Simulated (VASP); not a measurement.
Here is a VASP 6.6.1 calculation.

INCAR

```
PREC = Accurate ; ENCUT = 520
EDIFF = 1E-6 ; ISMEAR = 0
SIGMA = 0.1 ; LREAL = F
LASPH = T ; NELM = 60
ALGO = Fast ; ISIF = 2
LWAVE = F ; LCHARG = F
GGA = PE ; NBANDS = 10
```

File KPOINTS:

```
Automatic mesh
0
Gamma
  24 24 24
```

File POSCAR:

```
Re
1.0
    0.0000000000      1.9378540628      1.9378540628
    1.9378540628      0.0000000000      1.9378540628
    1.9378540628      1.9378540628      0.0000000000
Re
1
Direct
    0.5000000000      0.5000000000      0.5000000000
```

Potentials or basis: VASP PAW PBE potentials, release 64 (Re).

Run with:

```sh
$ cat potpaw_PBE.64/Re/POTCAR > POTCAR
$ mpirun -np 1 vasp_std > vasp.out
```

(1) Predict the band gap on the k mesh.

(2) Predict the pressure.

Answers

(1) zero (an odd number of electrons rules out a gap without spin polarisation).

(2) 11.4 GPa.

Caveat: the cell stands under pressure; spin-orbit coupling is left out, which moves the levels of the heavy elements.
